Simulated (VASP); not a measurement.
**SiO2: single point with PBEsol+D3(BJ)**

The system is SiO2.

```
CELL_PARAMETERS angstrom
-4.47477 4.47477 2.62202
4.47477 -4.47477 2.62202
4.47477 4.47477 -2.62202
ATOMIC_POSITIONS crystal
Si 0.82303 0.82303 0.64606
Si 0.17697 0.82303 0.00000
Si 0.82303 0.17697 0.00000
Si 0.17697 0.17697 0.35394
O 0.00000 0.79010 0.79010
O 0.20990 0.00000 0.20990
O 0.79010 0.00000 0.79010
O 0.00000 0.20990 0.20990
O 0.00000 0.00000 0.50000
O 0.50000 0.00000 0.00000
O 0.00000 0.50000 0.00000
O 0.50000 0.50000 0.50000
```

* Program: VASP 6.6.1
* Task: single point
* Functional: PBEsol
* Dispersion: D3(BJ)
* Potentials or basis: VASP PAW PBE potentials, release 64 (Si, O)
* Cutoff: 520 eV
* k mesh: 6 × 6 × 6
* Occupations: fermi-dirac, width 0.05 eV
* Spin: no spin polarisation
* Dipole correction: no
* Further INCAR settings: ALGO = Normal; EDIFF = 1e-07; NBANDS = 44

| Item | Value |
| --- | --- |
| Pressure | 0.4 GPa |
| Largest force | 0.037 eV/Å |
| Band gap on the k mesh | 5.49 eV |
| Dispersion energy per atom | -0.077 eV |

Forces in eV/Å, atoms in the order of the input:
```
Si  -0.026 -0.026  0.000
Si  -0.026  0.026  0.000
Si   0.026 -0.026  0.000
Si   0.026  0.026  0.000
O   -0.003  0.000  0.000
O    0.000  0.003  0.000
O    0.000 -0.003  0.000
O    0.003  0.000  0.000
O    0.000  0.000  0.000
O    0.000  0.000  0.000
O    0.000  0.000  0.000
O    0.000  0.000  0.000
```

Levels at points of the mesh, in eV from the valence-band top:
```
           k point  band 30  band 31  band 32  band 33  band 34  band 35
(0.00, 0.00, 0.00)    -0.68    -0.02     0.00     5.49     8.41     8.43
(0.50, 0.00, 0.00)    -0.77    -0.59    -0.27     7.64     7.83     8.73
(0.50, 0.50, 0.00)    -0.40    -0.39    -0.25     6.62     7.05     8.59
(0.50, 0.50, 0.50)    -0.20     0.00     0.00     7.60     7.60     7.67
```

Run time: 10 min on 1 thread of Intel Xeon 8259CL, on a shared host, peak memory 0.48 GiB.

Caveat: the PAW data sets were made with another functional, which shifts forces and pressure a little. A k mesh can miss the band edges.
